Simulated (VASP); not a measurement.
CoO, 2 atoms in the cell. Symmetry: R-3m, No. 166, trigonal system. The conventional cell has a = 3.011 Å, b = 3.011 Å, c = 7.320 Å, α = 90.00°, β = 90.00°, γ = 120.00°. Co (site symmetry -3m) has 6 O at 2.12 Å within 2.8 Å. Within 2.8 Å of O (site symmetry -3m) lie 6 Co at 2.12 Å. 

```yaml
Program: VASP 6.6.1
Task: single point
Functional: PBEsol
Potentials_or_basis: VASP PAW PBE potentials, release 64 (Co, O)
Cutoff: 520 eV
k_mesh: 18 × 18 × 18
Occupations: gaussian, width 0.1 eV
Spin: no spin polarisation
Dipole_correction: no
Further_INCAR_settings: ALGO = Normal; EDIFF = 1e-07; NBANDS = 14
```

Potentials or basis: VASP PAW PBE potentials, release 64 (Co, O).

Launch:

```sh
$ cat potpaw_PBE.64/Co/POTCAR potpaw_PBE.64/O/POTCAR > POTCAR
$ mpirun -np 1 vasp_std > vasp.out
```

Hardware: 1 thread of Intel(R) Xeon(R) 6975P-C (Granite Rapids) (shared host).

Question: How long does it take, and how much memory?

Answer: Wall time 74 s on 1 thread of Intel(R) Xeon(R) 6975P-C (Granite Rapids), with other jobs on the host, peak memory 0.27 GiB. Counts: scf iterations 15, k points 580.
